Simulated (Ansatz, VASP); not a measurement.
Two plane-wave programs on W

```
W
1.0
     0.00000    2.03074    2.03074
     2.03074    0.00000    2.03074
     2.03074    2.03074    0.00000
W
1
Direct
  0.00000 0.00000 0.00000
```

Alike in both runs: task relaxation of cell and atoms; functional PBEsol; k mesh 8 × 8 × 8; occupations gaussian, width 0.1 eV; no spin polarisation.

|  | VASP | Ansatz |
| --- | --- | --- |
| version | VASP 6.6.1 | Ansatz 0.2.0 |
| potentials or method | VASP PAW PBE potentials, release 64 (W_sv), cutoff 500 eV | scalar-relativistic, plane waves, PAW |
| valence electrons in the cell | 14 | 14 |

VASP gave:

```
gap on the k mesh at the Fermi level, each at its own relaxed structure (eV) : none
relaxed volume (Å³/atom)                                                     : 16.05
relaxed cell length with the largest relative difference (Å)                 : 2.831
```

Task: Which values does Ansatz return?

Result: gap on the k mesh at the Fermi level, each at its own relaxed structure (eV): none; relaxed volume (Å³/atom): 16.01; relaxed cell length with the largest relative difference (Å): 2.829.

VASP's potentials were made for PBE, not for PBEsol. A gap of «none» marks a metal or a gap that the smearing closes.

Spin-orbit coupling is off throughout.
